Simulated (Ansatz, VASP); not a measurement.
## Two plane-wave programs on In2BAs3

```
CELL_PARAMETERS angstrom
-2.72423 2.72423 4.77981
2.72423 -2.72423 4.77981
2.72423 2.72423 -4.77981
ATOMIC_POSITIONS crystal
In 0.50000 0.00000 0.50000
In 0.00000 0.50000 0.50000
B 0.50000 0.50000 0.00000
As 0.70293 0.70293 0.00000
As 0.29707 0.29707 0.00000
As 0.00000 0.00000 0.00000
```

Alike in both runs: functional PBE; k mesh 4 × 4 × 4; occupations gaussian, width 0.1 eV; no spin polarisation.

Ansatz relaxed the structure, and its values are those at the end. VASP's run is a single point on that final structure, the one shown.

```csv
,VASP,Ansatz
version,VASP 6.6.1,Ansatz 0.2.0
potentials or method,"VASP PAW PBE potentials, release 64 (In_d, B, As_d), cutoff 600 eV","scalar-relativistic, plane waves, PAW"
valence electrons in the cell,74,74
```

Ansatz gave:

* gap on the k mesh at the Fermi level (eV): none
* pressure (GPa): 0.1
* rms of the force components (eV/Å): 0.000

Task: Which values does VASP return?

Result: gap on the k mesh at the Fermi level (eV): none; pressure (GPa): 0.1; rms of the force components (eV/Å): 0.011.

A gap of «none» marks a metal or a gap that the smearing closes. The functional is the same, so the differences come from potentials, cutoffs and numerics.

The k mesh is coarse, so the values compare programs but aren't converged.
